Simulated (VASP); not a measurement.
PtS2, 3 atoms in the cell. Symmetry: P-3m1, No. 164, trigonal system. Conventional cell: a = 3.543 Å, b = 3.543 Å, c = 5.039 Å, α = 90.00°, β = 90.00°, γ = 120.00°. Within 3.1 Å of Pt (site symmetry -3m) lie 6 S at 2.34 Å. Within 3.1 Å of S (site symmetry 3m) lie 3 Pt at 2.34 Å and 3 S at 3.07 Å. 

* Program: VASP 6.6.1
* Task: single point
* Functional: r2SCAN
* Potentials or basis: VASP PAW PBE potentials, release 64 (Pt, S)
* Cutoff: 520 eV
* k mesh: 7 × 7 × 5
* Occupations: fermi-dirac, width 0.1 eV
* Spin: no spin polarisation
* Dipole correction: no
* Further INCAR settings: ALGO = Normal; EDIFF = 1e-06; NBANDS = 18

Potentials or basis: VASP PAW PBE potentials, release 64 (Pt, S).

The run is started by

```console
$ cat potpaw_PBE.64/Pt/POTCAR potpaw_PBE.64/S/POTCAR > POTCAR
$ cp INCAR.step1 INCAR
$ mpirun -np 1 vasp_std > vasp.out
$ cp INCAR.step2 INCAR
$ mpirun -np 1 vasp_std > vasp.out
```

Hardware: 1 thread of Intel Xeon 6975P-C, with other jobs on the host.

**Question.** How long does it take, and how much memory?

**Answer.** It took 87 s on 1 thread of Intel Xeon 6975P-C, with other jobs on the host, peak memory 0.19 GiB. Counts: k points 32.
